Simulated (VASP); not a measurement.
Crystal: CuO.

```
CELL_PARAMETERS angstrom
2.91739 0.00000 0.00000
0.03959 2.91717 0.00000
0.01773 0.01747 5.24446
ATOMIC_POSITIONS crystal
Cu 0.00000 0.50000 0.00000
Cu 0.50000 0.00000 0.50000
O 0.99842 0.00167 0.74989
O 0.00158 0.99833 0.25011
```

Base run:

```yaml
Program: VASP 6.6.1
Functional: PBE
Potentials_or_basis: VASP PAW PBE potentials, release 64 (Cu, O)
Cutoff: 520 eV
k_mesh: 9 × 9 × 5
Occupations: fermi-dirac, width 0.05 eV
Spin: no spin polarisation
```

Its results: band gap on the k mesh zero (band 17 reaches 5.40 eV, above the bottom of band 18 at 4.50 eV); pressure 0.1 GPa; largest force 0.013 eV/Å.

The run is repeated on the same cell with these changes: functional from PBE to PBEsol. What comes out?

Band gap on the k mesh zero (band 17 reaches 5.23 eV, above the bottom of band 18 at 4.32 eV); pressure -7.3 GPa; largest force 0.013 eV/Å.

PBEsol binds more tightly than PBE, so the same cell stands under less pressure.

Caveats: semilocal functionals often make such compounds metallic where correlation or magnetic order opens a gap, which also shifts bond lengths; the PAW data sets were made with another functional, which shifts forces and pressure a little (some runs).
